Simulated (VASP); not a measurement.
Wanted: the native input for a VASP 6.6.1 run.

```
Task                   : single point
Functional             : LDA
Potentials or basis    : VASP PAW LDA potentials, release 64 (Pd)
Cutoff                 : 520 eV
k mesh                 : 15 × 15 × 15
Occupations            : fermi-dirac, width 0.136057 eV
Spin                   : no spin polarisation
Dipole correction      : no
Further INCAR settings : ALGO = Normal; EDIFF = 1e-06; NBANDS = 11
```

The structure of Pd lies in POSCAR:

```
Pd
1.0
   -1.5297754095      1.5297754095      1.5297754095
    1.5297754095     -1.5297754095      1.5297754095
    1.5297754095      1.5297754095     -1.5297754095
Pd
1
Direct
    0.0000000000      0.0000000000      0.0000000000
```

These files were run (other wordings do the same):

INCAR

```
PREC     = Accurate       # precision mode
ENCUT    = 520            # plane-wave cutoff, eV
EDIFF    = 1E-6           # SCF threshold, eV
ISMEAR   = -1             # smearing method
SIGMA    = 0.13605693000000002 # smearing width, eV
LREAL    = F              # projectors in reciprocal space
LASPH    = T              # aspherical terms in the spheres
NELM     = 60             # most SCF steps
ALGO     = Normal         # electronic algorithm
ISIF     = 2              # what is computed and relaxed
LWAVE    = F              # write WAVECAR
LCHARG   = F              # write CHGCAR
GGA      = CA             # functional
NBANDS   = 11             # bands
```

KPOINTS

```
Automatic mesh
0
Gamma
  15 15 15
```

Potentials or basis: VASP PAW LDA potentials, release 64 (Pd).

Command:

```bash
$ cat potpaw_LDA.64/Pd/POTCAR > POTCAR
$ mpirun -np 1 vasp_std > vasp.out
```

It gave:

```yaml
Pressure: -0.3 GPa
Band_gap_on_the_k_mesh: zero (band 5 reaches 10.70 eV, above the bottom of band 6 at 8.98 eV)
```

Run time: 19 s on 1 thread of Intel Xeon 8259CL, with other jobs on the host, peak memory 0.13 GiB.
